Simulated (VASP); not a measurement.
Write the native input for VASP 6.6.1 that does the following.

```yaml
Task: single point
Functional: PBEsol
Potentials_or_basis: VASP PAW PBE potentials, release 64 (Si, Mo_sv)
Cutoff: 520 eV
k_mesh: 8 × 8 × 8
Occupations: gaussian, width 0.15 eV
Spin: no spin polarisation
Dipole_correction: no
Further_INCAR_settings: ALGO = Fast; EDIFF = 1e-06; NBANDS = 56
```

The structure of SiMo3 lies in POSCAR:

```
SiMo3
1.0
    4.8615851677      0.0000000000      0.0000000000
    0.0000000000      4.8615851677      0.0000000000
    0.0000000000      0.0000000000      4.8615851677
Si Mo
2 6
Direct
    0.0000000000     -0.0188730468      0.0000000000
    0.5000000000      0.4811269532      0.5000000000
    0.2500000000     -0.0280920208      0.5000000000
    0.5000000000      0.8117082679      0.0000000000
    0.7500000000     -0.0280920208      0.5000000000
    0.5000000000      0.3117082679      0.0000000000
    0.0000000000      0.4719079792      0.7500000000
    0.0000000000      0.4719079792      0.2500000000
```

This cell differs from its parent crystal: atoms displaced along a vibrational mode.

One way to write it, as run:

INCAR

```
PREC = Accurate
ENCUT = 520
EDIFF = 1E-6
ISMEAR = 0
SIGMA = 0.15
LREAL = F
LASPH = T
NELM = 80
ALGO = Fast
ISIF = 2
LWAVE = F
LCHARG = T
GGA = PS
LELF = T
LVHAR = T
NBANDS = 56
```

KPOINTS

```
regular mesh
0
Gamma
  8 8 8
```

Potentials or basis: VASP PAW PBE potentials, release 64 (Si, Mo_sv).

The run is started by

```sh
$ cat potpaw_PBE.64/Si/POTCAR potpaw_PBE.64/Mo_sv/POTCAR > POTCAR
$ mpirun -np 1 vasp_std > vasp.out
```

Results of the run:

- Pressure: 4.0 GPa
- Largest force: 2.529 eV/Å
- Band gap on the k mesh: zero (bands 46 and 47 overlap by 2.17 eV)

Caveat: the cell differs from its parent crystal (atoms displaced along a vibrational mode); the cell stands under pressure; the PAW data sets were made with another functional, which shifts forces and pressure a little.

Wall time 6.3 min on 1 thread of Intel(R) Xeon(R) Platinum 8259CL CPU @ 2.50GHz (Skylake/Cascade Lake) (shared host), peak memory 0.44 GiB.
